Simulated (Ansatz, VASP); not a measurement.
**AgCl: VASP beside Ansatz**

Contents of INCAR:

```
SYSTEM = AgCl
PREC = Accurate ; ENCUT = 520
EDIFF = 1E-6 ; ISMEAR = -1
SIGMA = 0.01 ; LREAL = .FALSE.
LASPH = .TRUE. ; NELM = 80
ALGO = Normal ; ISIF = 2
LWAVE = .FALSE. ; LCHARG = .FALSE.
GGA = PE ; NBANDS = 16
```

File KPOINTS:

```
Automatic mesh
0
G
  9 9 9
  0 0 0
```

File POSCAR:

```
AgCl
1.0
   -0.0138657500      2.7731500000      2.7731500000
    2.7731500000     -0.0138657500      2.7731500000
    2.7592842500      2.7592842500      0.0000000000
Ag Cl
1 1
Direct
    0.5000000000      0.5000000000      0.5000000000
    0.0000000000      0.0000000000      0.0000000000
```

Input for Ansatz:

```yaml
crystal:
  lattice:
    - [-0.01386575, 2.77315, 2.77315]
    - [2.77315, -0.01386575, 2.77315]
    - [2.75928425, 2.75928425, 0.0]
  atoms:
    - { symbol: Ag, position: [0.5, 0.5, 0.5] }
    - { symbol: Cl, position: [0.0, 0.0, 0.0] }
kpoints:
  mp_grid: { grid: [9, 9, 9] }
scf:
  occupations: { method: fermi_dirac, width: 0.01 }
hamiltonian:
  xc: pbe
  pseudopotentials: { kind: all_electron, lapw: { basis_error: 0.0005 } }
output:
  forces: true
  stress: true
  eigenvalues: true
```

Change from the starting cell: xy shear strain of -1 %.

Alike in both runs: task single point; functional PBE; k mesh 9 × 9 × 9; occupations fermi-dirac, width 0.01 eV; no spin polarisation.

|  | VASP | Ansatz |
| --- | --- | --- |
| version | VASP 6.6.1 | Ansatz 0.2.0 |
| potentials or method | VASP PAW PBE potentials, release 64 (Ag, Cl), cutoff 520 eV | all-electron LAPW, scalar-relativistic |

Ansatz gave:

| Quantity | Value |
| --- | --- |
| gap on the k mesh at the Fermi level (eV) | 0.95 |
| pressure (GPa) | 1.6 |
| traceless stress, the component that is largest in VASP (GPa) | 0.05 |

Q: Which values does VASP return?

A: gap on the k mesh at the Fermi level (eV): 0.95; pressure (GPa): 1.5; traceless stress, the component that is largest in VASP (GPa): 0.05.

Ansatz ran all-electron here, and VASP with PAW potentials.
